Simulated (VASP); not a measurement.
Input of a VASP 6.6.1 run:

INCAR

```
PREC     = Accurate       # precision mode
ENCUT    = 600            # plane-wave cutoff, eV
EDIFF    = 1E-6           # SCF threshold, eV
ISMEAR   = 0              # smearing method
SIGMA    = 0.1            # smearing width, eV
LREAL    = False          # projectors in reciprocal space
LASPH    = True           # aspherical terms in the spheres
NELM     = 60             # most SCF steps
ALGO     = Normal         # electronic algorithm
ISIF     = 3              # what is computed and relaxed
LWAVE    = False          # write WAVECAR
LCHARG   = False          # write CHGCAR
GGA      = PE             # functional
IBRION   = 2              # ionic algorithm
NSW      = 100            # ionic steps
EDIFFG   = -0.01          # ionic threshold
```

Contents of KPOINTS:

```
Automatic mesh
0
Gamma
  12 12 6
```

The input POSCAR:

```
Si2Bi2S
1.0
    4.9285377205      0.0000000000      0.0000000000
   -2.4642688602      4.2682388695      0.0000000000
    0.0000000000      0.0000000000      7.8662801946
Si Bi S
2 2 1
Direct
    0.0000000000      0.0000000000      0.8503241687
    0.0000000000      0.0000000000      0.1496758313
    0.3333333333      0.6666666667      0.0000000000
    0.0000000000      0.0000000000      0.5000000000
    0.6666666667      0.3333333333      0.0000000000
```

Potentials or basis: VASP PAW PBE potentials, release 64 (Si, Bi_d, S).

Command:

```bash
$ cat potpaw_PBE.64/Si/POTCAR potpaw_PBE.64/Bi_d/POTCAR potpaw_PBE.64/S/POTCAR > POTCAR
$ mpirun -np 1 vasp_std > vasp.out
```

Question: Estimate the relaxed cell.

Answer: a = 4.941 Å, b = 4.941 Å, c = 7.839 Å, α = 90.00°, β = 90.00°, γ = 120.00°.

Question: Predict the space group after relaxing (to 0.1 Å).

Answer: P-6m2 (No. 187).

Question: Predict the band gap on the k mesh.

Answer: Zero (bands 22 and 23 overlap by 1.06 eV).

Question: Predict the relaxed volume.

Answer: 33.15 Å³/atom.

Final structure:
```
Si Bi S
1.0
     4.94089    0.00000    0.00000
    -2.47045    4.27894    0.00000
     0.00000    0.00000    7.83876
Si Bi S
2 2 1
Direct
  0.00000 0.00000 0.84936
  0.00000 0.00000 0.15064
  0.33333 0.66667 0.00000
  0.00000 0.00000 0.50000
  0.66667 0.33333 0.00000
```

Caveat: spin-orbit coupling is left out, which moves the levels of the heavy elements.
